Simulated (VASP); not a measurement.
# Pt (P6_3/mmc) in VASP: a series of runs

Runs on Pt. Level: LDA. Tasks: single point.

Program: VASP 6.6.1. These are calculated values, not measurements. Logs are shortened: lines on timing, memory, paths and dates and some standing lists are left out, and cuts for length are marked.

## Step 1: The cell of the first run

It takes space group P6_3/mmc (No. 194, hexagonal). The conventional cell has a = 2.708 Å, b = 2.708 Å, c = 4.677 Å, α = 90.00°, β = 90.00°, γ = 120.00°. Pt (site symmetry -6m2) has 12 Pt at 2.71 to 2.81 Å within 3.6 Å.

This isn't the form of Pt at room conditions, which is fcc.

## Step 2: Single point, LDA (14.85 Å³/atom)

Input file INCAR:

```
SYSTEM = Pt
PREC = Accurate
ENCUT = 570
EDIFF = 1E-6
ISMEAR = 0
SIGMA = 0.15
LREAL = .FALSE.
LASPH = .TRUE.
NELM = 120
ALGO = Normal
ISIF = 2
LWAVE = .FALSE.
LCHARG = .TRUE.
GGA = CA
LELF = .TRUE.
LVHAR = .TRUE.
NBANDS = 25
GGA_COMPAT = .FALSE.
```

Input file KPOINTS:

```
Automatic mesh
0
G
  21 21 10
  0 0 0
```

Input file POSCAR:

```
Pt
1.0
    2.7082945876      0.0000000000      0.0000000000
   -1.3541472938      2.3454519138      0.0000000000
    0.0000000000      0.0000000000      4.6765103647
Pt
2
Direct
    0.6666666667      0.3333333333      0.7500000000
    0.3333333333      0.6666666667      0.2500000000
```

Potentials or basis: VASP PAW LDA potentials, release 64 (Pt_sv_GW).

Run with:

```bash
$ cat potpaw_LDA.64/Pt_sv_GW/POTCAR > POTCAR
$ mpirun -np 1 vasp_std > vasp.out
```

OUTCAR:

```text
SYSTEM = Pt
   PREC = Accurate
   ENCUT = 570
   EDIFF = 1E-6
   ISMEAR = 0
   LREAL = .FALSE.
   LASPH = .TRUE.
   NELM = 120
   ISIF = 2
   GGA = CA

 ion  position               nearest neighbor table
   1  0.667  0.333  0.750-   2 2.81   2 2.81   2 2.81   2 2.81   2 2.81   2 2.81
   2  0.333  0.667  0.250-   1 2.81   1 2.81   1 2.81   1 2.81   1 2.81   1 2.81

  LATTYP: Found a hexagonal cell.
 ALAT       =     2.7082945876
 C/A-ratio  =     1.7267362222

  Lattice vectors:

 A1 = (   2.7082945876,   0.0000000000,   0.0000000000)
 A2 = (  -1.3541472938,   2.3454519138,   0.0000000000)
 A3 = (   0.0000000000,   0.0000000000,   4.6765103647)

Analysis of symmetry for initial positions (statically):
=====================================================================
 Subroutine PRICEL returns:
 Original cell was already a primitive cell.

 Routine SETGRP: Setting up the symmetry group for a
 hexagonal supercell.

 Subroutine GETGRP returns: Found 24 space group operations
 (whereof 12 operations were pure point group operations)
 out of a pool of 24 trial point group operations.

The static configuration has the point symmetry D_3d.
 The point group associated with its full space group is D_6h.

Analysis of symmetry for dynamics (positions and initial velocities):
=====================================================================
 Subroutine PRICEL returns:
 Original cell was already a primitive cell.

 Routine SETGRP: Setting up the symmetry group for a
 hexagonal supercell.

 Subroutine GETGRP returns: Found 24 space group operations
 (whereof 12 operations were pure point group operations)
 out of a pool of 24 trial point group operations.

The dynamic configuration has the point symmetry D_3d.
 The point group associated with its full space group is D_6h.

 Subroutine INISYM returns: Found 24 space group operations
 (whereof 12 operations are pure point group operations),
 and found     1 'primitive' translations

----------------------------------------------------------------------------------------

                                     Primitive cell

  volume of cell :      29.7060

  direct lattice vectors                    reciprocal lattice vectors
     2.708294588  0.000000000  0.000000000     0.369236052  0.213178534  0.000000000
    -1.354147294  2.345451914  0.000000000     0.000000000  0.426357068  0.000000000
     0.000000000  0.000000000  4.676510365     0.000000000  0.000000000  0.213834659

  length of vectors
     2.708294588  2.708294588  4.676510365     0.426357068  0.426357068  0.213834659

  position of ions in fractional coordinates (direct lattice)
     0.666666667  0.333333333  0.750000000
     0.333333333  0.666666667  0.250000000

  ion indices of the primitive-cell ions
   primitive index   ion index
                 1           1
                 2           2

----------------------------------------------------------------------------------------

 KPOINTS: Automatic mesh

Automatic generation of k-mesh.
 Grid dimensions read from file:
 generate k-points for:   21   21   10

 Generating k-lattice:

  Cartesian coordinates                     Fractional coordinates (reciprocal lattice)
     0.017582669  0.010151359  0.000000000     0.047619048 -0.000000000  0.000000000
     0.000000000  0.020302718  0.000000000     0.000000000  0.047619048  0.000000000
     0.000000000  0.000000000  0.021383466     0.000000000  0.000000000  0.100000000

  Length of vectors
     0.020302718  0.020302718  0.021383466

  Shift w.r.t. Gamma in fractional coordinates (k-lattice)
     0.000000000  0.000000000  0.000000000

 Subroutine IBZKPT returns following result:
 ===========================================

 Found    288 irreducible k-points:

 Following reciprocal coordinates:
            Coordinates               Weight
  0.000000  0.000000  0.000000      1.000000
  0.047619  0.000000  0.000000      6.000000
  0.095238  0.000000  0.000000      6.000000
  0.142857  0.000000  0.000000      6.000000
  0.190476  0.000000  0.000000      6.000000
  0.238095  0.000000  0.000000      6.000000
[... 16 lines left out ...]
  0.142857  0.095238  0.000000     12.000000
  0.190476  0.095238  0.000000     12.000000
 [... further k-points ...]
   k-points           NKPTS =    288   k-points in BZ     NKDIM =    288   number of bands    NBANDS=     25
   number of dos      NEDOS =    301   number of ions     NIONS =      2
   total plane-waves  NPLWV =  20736
   dimension x,y,z NGX =    24 NGY =   24 NGZ =   36
   dimension x,y,z NGXF=    48 NGYF=   48 NGZF=   72
   ions per type =               2
   NGX,Y,Z   is equivalent  to a cutoff of  14.73, 14.73, 12.80 a.u.
   NGXF,Y,Z  is equivalent  to a cutoff of  29.46, 29.46, 25.60 a.u.
 SYSTEM =  Pt
   PREC   = accura    normal or accurate (medium, high low for compatibility)
   ISTART =      0    job   : 0-new  1-cont  2-samecut
   ICHARG =      2    charge: 1-file 2-atom 10-const
   ISPIN  =      1    spin polarized calculation?
   LNONCOLLINEAR =      F non collinear calculations
   LSORBIT =      F    spin-orbit coupling
   LASPH  =      T    aspherical Exc in radial PAW
   ENCUT  =  570.0 eV  41.89 Ry    6.47 a.u.   5.27  5.27  9.10*2*pi/ulx,y,z
   NELM   =    120;   NELMIN=  2; NELMDL= -5     # of ELM steps
   EDIFF  = 0.1E-05   stopping-criterion for ELM
   LREAL  =      F    real-space projection
   EDIFFG = 0.1E-04   stopping-criterion for IOM
   NSW    =      0    number of steps for IOM
   IBRION =     -1    ionic relax: 0-MD 1-quasi-New 2-CG
   NFREE  =      0    steps in history (QN), initial steepest desc. (CG)
   ISIF   =      2    stress and relaxation
   ISYM   =      2    0-nonsym 1-usesym 2-fastsym
   POTIM  = 0.5000    time-step for ionic-motion
   TEBEG  =    0.0;   TEEND  =   0.0 temperature during run
   PSTRESS=    0.0 pullay stress
   NELECT =      36.0000    total number of electrons
   NUPDOWN=      -1.0000    fix difference up-down
   EMIN   =  10.00;   EMAX   =-10.00  energy-range for DOS
   EFERMI =   0.00;   METHOD = LEGACY
   ISMEAR =     0;   SIGMA  =   0.15  broadening in eV -4-tet -1-fermi 0-gaus
   EFERMI_NEDOS =   21; number of points for ismear=-14 and -15
   IALGO  =     38    algorithm
   IMIX   =      4    mixing-type and parameters
     AMIX     =   0.40;   BMIX     =  1.00
     AMIX_MAG =   1.60;   BMIX_MAG =  1.00
  volume/ion in A,a.u.               =      14.85       100.23
  Fermi-wavevector in a.u.,A,eV,Ry     =   1.745397  3.298322 41.448933  3.046411
  Thomas-Fermi vector in A             =   2.817092
   LORBIT       =      0    0 simple, 1 ext, 2 COOP (PROOUT), +10 PAW based schemes
   GGA     = CA    functional components
   LHFCALC =     F    Hartree Fock is set to
   AEXX    =    0.0000 exact exchange contribution
   IVDW    =     0    specifies the selected vdW correction
   LEPSILON=     F    determine dielectric tensor
   LRPA    =     F    only Hartree local field effects (RPA)
 non-spin polarized calculation
 Gauss-broadening in eV      SIGMA  =   0.15
  energy-cutoff  :      570.00
  volume of cell :       29.71
 maximum number of plane-waves:       934
 NGX is ok and might be reduce to    24
   NGX = 11   NGY = 11   NGZ = 19

 number of electron      36.0000001 magnetization

 Free energy of the ion-electron system (eV)
  ---------------------------------------------------
  ext. energy  EPLUGINS =         0.00000000
  ---------------------------------------------------
  free energy    TOTEN  =       -14.53914172 eV

  energy without entropy =      -14.49813674  energy(sigma->0) =      -14.51863923

 E-fermi :  10.7279     XC(G=0): -14.4676

 val. band max:       10.7276649686   @ k =   0.2857   0.1429   0.5000
 cond. band min:      10.7308802279   @ k =   0.0952   0.0952   0.4000
 fundamental gap:      0.0032152593
 Fermi energy:        10.7278808974

 k-point     1 :       0.0000    0.0000    0.0000
  band No.  band energies     occupation
      1     -87.5711      2.00000
      2     -87.5437      2.00000
      3     -42.1060      2.00000
      4     -41.8189      2.00000
      5     -41.8189      2.00000
      6     -41.7668      2.00000
[... 17 lines left out ...]
     24      28.0373      0.00000
     25      32.3086      0.00000

 k-point     2 :       0.0476    0.0000    0.0000
  band No.  band energies     occupation
      1     -87.5707      2.00000
      2     -87.5434      2.00000
      3     -42.1025      2.00000
      4     -41.8298      2.00000
      5     -41.8220      2.00000
      6     -41.7780      2.00000
[... 17 lines left out ...]
     24      28.1739      0.00000
     25      31.7797      0.00000

 k-point     3 :       0.0952    0.0000    0.0000
  band No.  band energies     occupation
      1     -87.5687      2.00000
      2     -87.5421      2.00000
      3     -42.0925      2.00000
      4     -41.8608      2.00000
      5     -41.8312      2.00000
      6     -41.8097      2.00000
[... 17 lines left out ...]
     24      28.4927      0.00000
     25      30.6692      0.00000

 k-point     4 :       0.1429    0.0000    0.0000
  band No.  band energies     occupation
      1     -87.5649      2.00000
      2     -87.5394      2.00000
      3     -42.0760      2.00000
      4     -41.9083      2.00000
      5     -41.8584      2.00000
      6     -41.8452      2.00000
[... 17 lines left out ...]
     24      28.5566      0.00000
     25      29.7511      0.00000
[... 477 lines left out ...]
 k-point    22 :       0.0952    0.0952    0.0000
  band No.  band energies     occupation
      1     -87.5630      2.00000
      2     -87.5378      2.00000
      3     -42.0666      2.00000
      4     -41.9285      2.00000
      5     -41.8956      2.00000
      6     -41.8440      2.00000
[... 17 lines left out ...]
     24      27.8723      0.00000
     25      29.2175      0.00000

 k-point    23 :       0.1429    0.0952    0.0000
  band No.  band energies     occupation
      1     -87.5582      2.00000
      2     -87.5349      2.00000
      3     -42.0454      2.00000
      4     -41.9815      2.00000
      5     -41.9510      2.00000
      6     -41.8646      2.00000
[... 17 lines left out ...]
     24      28.1069      0.00000
     25      28.6925      0.00000

 k-point    24 :       0.1905    0.0952    0.0000
  band No.  band energies     occupation
      1     -87.5524      2.00000
      2     -87.5314      2.00000
      3     -42.0432      2.00000
      4     -42.0200      2.00000
      5     -42.0102      2.00000
      6     -41.8884      2.00000
[... 17 lines left out ...]
     24      27.3173      0.00000
     25      29.1529      0.00000

 [... further k-points ...]

------------------------ aborting loop because EDIFF is reached ----------------------------------------

  FORCE on cell =-STRESS in cart. coord.  units (eV):
  Direction    XX          YY          ZZ          XY          YZ          ZX
  --------------------------------------------------------------------------------------
  -------------------------------------------------------------------------------------
  Total        0.0262703      0.0262703     -0.1844794     -0.0000000      0.0000000      0.0000000
  in kB        1.4168722      1.4168722     -9.9497962     -0.0000000      0.0000000      0.0000000
  external PRESSURE =      -2.3720173 kB  Pullay stress =       0.0000000 kB

 VOLUME and BASIS-vectors are now :
 -----------------------------------------------------------------------------
  energy-cutoff  :      570.00
  volume of cell :       29.71
      direct lattice vectors                 reciprocal lattice vectors
     2.708294588  0.000000000  0.000000000     0.369236052  0.213178534  0.000000000
    -1.354147294  2.345451914  0.000000000     0.000000000  0.426357068  0.000000000
     0.000000000  0.000000000  4.676510365     0.000000000  0.000000000  0.213834659

 POSITION                                       TOTAL-FORCE (eV/Angst)
 -----------------------------------------------------------------------------------
      1.35415      0.78182      3.50738         0.000000     -0.000000      0.000000
     -0.00000      1.56363      1.16913        -0.000000      0.000000      0.000000
 -----------------------------------------------------------------------------------
    total drift:                               -0.000000      0.000000     -0.000000

  FREE ENERGIE OF THE ION-ELECTRON SYSTEM (eV)
  ---------------------------------------------------
  free  energy   TOTEN  =       -14.5391417168 eV

  energy  without entropy=      -14.4981367434  energy(sigma->0) =      -14.51863923
```

Run time: 79 s. Hardware: 1 thread of Intel Xeon 6975P-C (Granite Rapids), shared host; peak memory 0.3 GiB.

What came out:

```yaml
Free_energy: -14.5391 eV
Pressure: -0.2 GPa
Band_gap_on_the_k_mesh: zero (bands 18 and 19 overlap by 1.39 eV)
```

Caveat: spin-orbit coupling is left out, which moves the levels of the heavy elements.

## Step 3: Single point, LDA, collinear spin (17.53 Å³/atom)

This run uses another cell than the first one, of 17.53 Å³/atom.

Input file INCAR:

```
SYSTEM = Pt
PREC     = Accurate       ! precision mode
ENCUT    = 570            ! plane-wave cutoff, eV
EDIFF    = 1E-6           ! SCF threshold, eV
ISMEAR   = 0              ! smearing method
SIGMA    = 0.15           ! smearing width, eV
LREAL    = .False.        ! projectors in reciprocal space
LASPH    = .True.         ! aspherical terms in the spheres
NELM     = 200            ! most SCF steps
ALGO     = Normal         ! electronic algorithm
ISIF     = 2              ! what is computed and relaxed
LWAVE    = .False.        ! write WAVECAR
LCHARG   = .False.        ! write CHGCAR
ISPIN    = 2              ! spin polarisation
MAGMOM   = 0.05 0.05      ! initial moments
LORBIT   = 11             ! projections on sites
NUPDOWN  = 0.1            ! fixed moment
LMAXMIX  = 4              ! l up to which the mixer works
NBANDS   = 29             ! bands
GGA_COMPAT= .False.
```

Input file KPOINTS:

```
regular mesh
0
Gamma
  21 21 10
  0 0 0
```

Input file POSCAR:

```
Pt
1.0
    2.8619386323      0.0000000000      0.0000000000
   -1.4309693161      2.4785115596      0.0000000000
    0.0000000000      0.0000000000      4.9418131020
Pt
2
Direct
    0.6666666667      0.3333333333      0.7500000000
    0.3333333333      0.6666666667      0.2500000000
```

Potentials or basis: VASP PAW LDA potentials, release 64 (Pt_sv_GW).

Run with:

```bash
$ cat potpaw_LDA.64/Pt_sv_GW/POTCAR > POTCAR
$ mpirun -np 1 vasp_std > vasp.out
```

Run time: 2.7 min. Hardware: 1 thread of Intel Xeon 6975P-C (Granite Rapids), shared host; peak memory 0.52 GiB.

Results (log left out):

* Free energy: -13.9400 eV
* Pressure: -32.1 GPa
* Net moment: 0.10 μB per cell
* Site moments: Pt +0.05 μB
* Valence electrons inside the program's atomic spheres: Pt 17.84

Stress tensor (GPa, compression positive):
```
-33.16   0.00   0.00
  0.00 -33.16   0.00
  0.00   0.00 -30.08
```

Caveat: the cell stands under tension; spin-orbit coupling is left out, which moves the levels of the heavy elements; the total moment is fixed, so each spin has its own Fermi level and the state may be an excited one.
